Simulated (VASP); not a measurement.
# NiH2Cl (P-3m1) in VASP: relaxation of cell and atoms with PBE

Aim: the relaxation of cell and atoms of NiH2Cl with PBE.

Everything below comes from runs of VASP 6.6.1. Logs are shortened: lines on timing, memory, paths and dates and some standing lists are left out, and cuts for length are marked.

## (1) The cell of the first run

It takes space group P-3m1 (No. 164, trigonal). The conventional cell has a = 2.944 Å, b = 2.944 Å, c = 5.926 Å, α = 90.00°, β = 90.00°, γ = 120.00°. Ni (site symmetry -3m) has 6 H at 2.25 Å and 6 Ni at 2.94 Å and 2 Cl at 2.96 Å within 3.0 Å. H (site symmetry 3m) has 3 Ni at 2.25 Å and 3 Cl at 2.26 Å and 6 H at 2.94 Å within 3.0 Å. Within 3.0 Å of Cl (site symmetry -3m) lie 6 H at 2.26 Å and 6 Cl at 2.94 Å and 2 Ni at 2.96 Å.

The cell was generated, and may not be a known phase.

## (2) Relaxation of cell and atoms, PBE, collinear spin, ferromagnetic start

INCAR

```
SYSTEM = NiH2Cl
PREC = Accurate
ENCUT = 600
EDIFF = 1E-6
ISMEAR = 0
SIGMA = 0.15
LREAL = .False.
LASPH = .True.
NELM = 150
ALGO = Normal
ISIF = 3
LWAVE = .False.
LCHARG = .False.
ISPIN = 2
MAGMOM = 2 0 0 0
LORBIT = 11
LMAXMIX = 4
GGA = PE
IBRION = 2
NSW = 36
EDIFFG = -0.08
```

KPOINTS

```
regular mesh
0
Gamma
  5 5 3
  0 0 0
```

POSCAR

```
NiH2Cl
1.0
    2.9441588900      0.0000000000      0.0000000000
   -1.4720794400      2.5497163900      0.0000000000
    0.0000000000      0.0000000000      5.9259485800
Ni H Cl
1 2 1
Direct
    0.0000000000      0.0000000000      0.0000000000
    0.3333333300      0.6666666700      0.2496280100
    0.6666666700      0.3333333300      0.7503719900
    0.0000000000      0.0000000000      0.5000000000
```

Potentials or basis: VASP PAW PBE potentials, release 64 (Ni, H, Cl).

The run is started by

```bash
> cat potpaw_PBE.64/Ni/POTCAR potpaw_PBE.64/H/POTCAR potpaw_PBE.64/Cl/POTCAR > POTCAR
> mpirun -np 1 vasp_std > vasp.out
```

OUTCAR:

```text
SYSTEM = NiH2Cl
   PREC = Accurate
   ENCUT = 600
   EDIFF = 1E-6
   ISMEAR = 0
   LREAL = .False.
   LASPH = .True.
   NELM = 150
   ISIF = 3
   ISPIN = 2
   LORBIT = 11
   GGA = PE
   IBRION = 2
   NSW = 36
   EDIFFG = -0.08

 ion  position               nearest neighbor table
   1  0.000  0.000  0.000-
   2  0.333  0.667  0.250-
   3  0.667  0.333  0.750-
   4  0.000  0.000  0.500-

  LATTYP: Found a hexagonal cell.
 ALAT       =     2.9441588900
 C/A-ratio  =     2.0127815113

  Lattice vectors:

 A1 = (   2.9441588900,   0.0000000000,   0.0000000000)
 A2 = (  -1.4720794400,   2.5497163900,   0.0000000000)
 A3 = (   0.0000000000,   0.0000000000,   5.9259485800)

Analysis of symmetry for initial positions (statically):
=====================================================================
 Subroutine PRICEL returns:
 Original cell was already a primitive cell.

 Routine SETGRP: Setting up the symmetry group for a
 hexagonal supercell.

 Subroutine GETGRP returns: Found 12 space group operations
 (whereof 12 operations were pure point group operations)
 out of a pool of 24 trial point group operations.

The static configuration has the point symmetry D_3d.

Analysis of symmetry for dynamics (positions and initial velocities):
=====================================================================
 Subroutine PRICEL returns:
 Original cell was already a primitive cell.

 Routine SETGRP: Setting up the symmetry group for a
 hexagonal supercell.

 Subroutine GETGRP returns: Found 12 space group operations
 (whereof 12 operations were pure point group operations)
 out of a pool of 24 trial point group operations.

The dynamic configuration has the point symmetry D_3d.

Analysis of structural, dynamic, and magnetic symmetry:
=====================================================================
 Subroutine PRICEL returns:
 Original cell was already a primitive cell.

 Routine SETGRP: Setting up the symmetry group for a
 hexagonal supercell.

 Subroutine GETGRP returns: Found 12 space group operations
 (whereof 12 operations were pure point group operations)
 out of a pool of 24 trial point group operations.

The overall configuration has the point symmetry D_3d.

 Subroutine INISYM returns: Found 12 space group operations
 (whereof 12 operations are pure point group operations),
 and found     1 'primitive' translations

----------------------------------------------------------------------------------------

[... 84 lines left out ...]
   LREAL  =      F    real-space projection
   EDIFFG = -.8E-01   stopping-criterion for IOM
   NSW    =     36    number of steps for IOM
   IBRION =      2    ionic relax: 0-MD 1-quasi-New 2-CG
   NFREE  =      1    steps in history (QN), initial steepest desc. (CG)
   ISIF   =      3    stress and relaxation
   ISYM   =      2    0-nonsym 1-usesym 2-fastsym
   POTIM  = 0.5000    time-step for ionic-motion
   TEBEG  =    0.0;   TEEND  =   0.0 temperature during run
   PSTRESS=    0.0 pullay stress
   NELECT =      19.0000    total number of electrons
   NUPDOWN=      -1.0000    fix difference up-down
   EMIN   =  10.00;   EMAX   =-10.00  energy-range for DOS
   EFERMI =   0.00;   METHOD = LEGACY
   ISMEAR =     0;   SIGMA  =   0.15  broadening in eV -4-tet -1-fermi 0-gaus
   EFERMI_NEDOS =   21; number of points for ismear=-14 and -15
   IALGO  =     38    algorithm
   IMIX   =      4    mixing-type and parameters
     AMIX     =   0.40;   BMIX     =  1.00
     AMIX_MAG =   1.60;   BMIX_MAG =  1.00
  volume/ion in A,a.u.               =      11.12        75.05
  Fermi-wavevector in a.u.,A,eV,Ry     =   1.232884  2.329814 20.680910  1.520004
  Thomas-Fermi vector in A             =   2.367637
   LORBIT       =     11    0 simple, 1 ext, 2 COOP (PROOUT), +10 PAW based schemes
   GGA     = PE    functional components
   LHFCALC =     F    Hartree Fock is set to
   AEXX    =    0.0000 exact exchange contribution
   IVDW    =     0    specifies the selected vdW correction
   LEPSILON=     F    determine dielectric tensor
   LRPA    =     F    only Hartree local field effects (RPA)
 conjugate gradient relaxation of ions
 spin polarized calculation
 Gauss-broadening in eV      SIGMA  =   0.15
  energy-cutoff  :      600.00
  volume of cell :       44.48
 maximum number of plane-waves:      1505
 NGX is ok and might be reduce to    24
   NGX = 11   NGY = 11   NGZ = 23

--------------------------------------- Ionic step        1  -------------------------------------------

 number of electron      19.0000001 magnetization       0.5041173

 Free energy of the ion-electron system (eV)
  ---------------------------------------------------
  ext. energy  EPLUGINS =         0.00000000
  ---------------------------------------------------
  free energy    TOTEN  =       -10.72745274 eV

  energy without entropy =      -10.67944825  energy(sigma->0) =      -10.70345049

 E-fermi :   3.2112     XC(G=0): -10.2769

 val. band max:        3.2077369020   @ k =   0.4000   0.2000   0.3333
 cond. band min:       3.2136332563   @ k =   0.2000   0.2000   0.0000
 fundamental gap:      0.0058963544
 Fermi energy:         3.2111535226
[... 940 lines left out ...]
  FREE ENERGIE OF THE ION-ELECTRON SYSTEM (eV)
  ---------------------------------------------------
  free  energy   TOTEN  =       -10.9076047995 eV

  energy  without entropy=      -10.8934603429  energy(sigma->0) =      -10.90053257

[... ionic steps 4 to 14 ...]

--------------------------------------- Ionic step       15  -------------------------------------------

 number of electron      18.9999997 magnetization      -0.0000029

 number of electron      18.9999997 magnetization       0.0000001
[... 77 lines left out ...]
 number of electron      18.9999997 magnetization       0.0000021

 number of electron      18.9999997 magnetization      -0.0000001

 Free energy of the ion-electron system (eV)
  ---------------------------------------------------
  ext. energy  EPLUGINS =         0.00000000
  ---------------------------------------------------
  free energy    TOTEN  =       -13.89934560 eV

  energy without entropy =      -13.87782749  energy(sigma->0) =      -13.88858655

 E-fermi :   4.8351     XC(G=0): -10.9153

 val. band max:        4.8306779786   @ k =   0.2000  -0.0000   0.3333
 cond. band min:       5.0980338363   @ k =   0.0000   0.0000   0.3333
 fundamental gap:      0.2673558577
 Fermi energy:         4.8350668303
[... 442 lines left out ...]
  FREE ENERGIE OF THE ION-ELECTRON SYSTEM (eV)
  ---------------------------------------------------
  free  energy   TOTEN  =       -13.8993456012 eV

  energy  without entropy=      -13.8778274919  energy(sigma->0) =      -13.88858655

 reached required accuracy - stopping structural energy minimisation

 total charge

# of ion       s       p       d       tot
------------------------------------------
    1        0.398   0.493   8.417   9.308
    2        0.477   0.021   0.000   0.498
    3        0.477   0.021   0.000   0.498
    4        1.606   3.486   0.000   5.092
--------------------------------------------------
tot          2.957   4.022   8.417  15.396

 magnetization (x)

# of ion       s       p       d       tot
------------------------------------------
    1       -0.000  -0.000   0.000   0.000
    2        0.000   0.000   0.000   0.000
    3        0.000   0.000   0.000   0.000
    4        0.000   0.000   0.000   0.000
--------------------------------------------------
tot          0.000   0.000   0.000   0.000
```

OSZICAR:

```text
N       E                     dE             d eps       ncg     rms          rms(c)
DAV:   1     0.113232783191E+03    0.11323E+03   -0.92280E+03   672   0.149E+03
DAV:   2    -0.126681683795E+01   -0.11450E+03   -0.10711E+03   786   0.279E+02
[... 204 lines left out ...]
DAV:   1    -0.139006533446E+02   -0.14687E-02   -0.26620E-02   768   0.246E+00    0.326E-01
DAV:   2    -0.139024254806E+02   -0.17721E-02   -0.13372E-02   768   0.342E+00    0.465E-01
DAV:   3    -0.138994516619E+02    0.29738E-02   -0.53595E-03   816   0.237E+00    0.787E-02
DAV:   4    -0.138993665687E+02    0.85093E-04   -0.31076E-04   780   0.169E-01    0.392E-02
DAV:   5    -0.138993457186E+02    0.20850E-04   -0.22642E-05  1040   0.972E-02    0.125E-02
DAV:   6    -0.138993456012E+02    0.11746E-06   -0.70697E-06   792   0.239E-02
  17 F= -.13899346E+02 E0= -.13888587E+02  d E =-.524442E-02  mag=     0.0000
```

Run time: 9.2 min. Hardware: 1 thread of Intel Xeon 8259CL, shared host; peak memory 0.2 GiB.

What came out:

- Free energy: -13.8993 eV
- Relaxed volume: 9.23 Å³/atom
- Relaxed cell: a = 3.077 Å, b = 3.077 Å, c = 4.503 Å, α = 90.00°, β = 90.00°, γ = 120.00°
- Space group after relaxing (to 0.1 Å): P6/mmm (No. 191)
- Energy gained by relaxing: 793.0 meV/atom
- Ionic steps: 17
- Pressure after relaxing: 1.0 GPa
- Largest force after relaxing: 0.078 eV/Å
- Net moment: 0.00 μB per cell
- Valence electrons inside the program's atomic spheres: Ni 9.31; H 0.50; Cl 5.09

Forces in eV/Å, atoms in the order of the input:
```
Ni   0.000  0.000  0.000
H    0.000  0.000 -0.078
H    0.000  0.000  0.078
Cl   0.000  0.000  0.000
```

The path:
| step | energy change (eV) | largest force (eV/Å) | pressure (GPa) | volume (Å³) |
| --- | --- | --- | --- | --- |
| 1 | 0.0000 | 1.4967 | -12.19 | 44.48 |
| 2 | -0.7051 | 1.7661 | -7.88 | 39.22 |
| 3 | -0.1802 | 1.6515 | 67.92 | 25.56 |
| 4 | -1.0283 | 1.8927 | 2.18 | 34.33 |
| 5 | -1.0920 | 1.9407 | 18.70 | 30.50 |
| 6 | -1.1178 | 1.9363 | 12.63 | 31.63 |
| 7 | -1.6070 | 1.5863 | 13.84 | 31.51 |
| 8 | -2.1969 | 0.9649 | 28.33 | 30.83 |
| 9 | -2.6918 | 0.7420 | 15.11 | 33.23 |
| 10 | -3.0828 | 0.3723 | -0.33 | 37.76 |
| 11 | -3.0982 | 0.2887 | -2.78 | 38.81 |
| 12 | -3.0985 | 0.2749 | -3.25 | 38.98 |
| 13 | -3.1281 | 0.2331 | -2.74 | 38.60 |
| 14 | -3.1666 | 0.1155 | -0.49 | 37.45 |
| 15 | -3.1700 | 0.1000 | 0.17 | 37.24 |
| 16 | -3.1717 | 0.0838 | 0.85 | 37.01 |
| 17 | -3.1719 | 0.0776 | 1.01 | 36.93 |

Final structure:
```
Ni H Cl
1.0
     3.07729    0.00000    0.00000
    -1.53864    2.66501    0.00000
     0.00000    0.00000    4.50315
Ni H Cl
1 2 1
Direct
  0.00000 0.00000 0.00000
  0.33333 0.66667 0.00905
  0.66667 0.33333 0.99095
  0.00000 0.00000 0.50000
```

Caveat: the k points lie up to 0.47 Å⁻¹ apart in the final cell; the volume moved by over 15 % at a fixed basis, so the end points are rough; the moments typed at the start vanished in this run; the relaxation stopped at a loose force limit of 0.08 eV/Å, so its end isn't a converged minimum. With open d or f shells a metallic result of PBE can be an artefact of self-interaction; +U or a hybrid may open a gap.
